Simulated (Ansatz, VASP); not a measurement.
Mo: VASP beside Ansatz

```
Mo
1.0
    -1.58138    1.58138    1.58138
     1.58138   -1.58138    1.58138
     1.58138    1.58138   -1.58138
Mo
1
Direct
  0.00000 0.00000 0.00000
```

Alike in both runs: task single point; functional PBE; k mesh 14 × 14 × 14; occupations methfessel-paxton of order 1, width 0.2 eV; no spin polarisation.

```csv
,VASP,Ansatz
version,VASP 6.6.1,Ansatz 0.2.0
potentials or method,"VASP PAW PBE potentials, release 64 (Mo_sv), cutoff 520 eV","plane waves (420 eV) with PAW, scalar-relativistic"
valence electrons in the cell,14,14
```

```tsv
	VASP	Ansatz	Ansatz less VASP
pressure (GPa)	0.6	0.1	-0.51
```

The functional is the same, so the differences come from potentials, cutoffs and numerics.
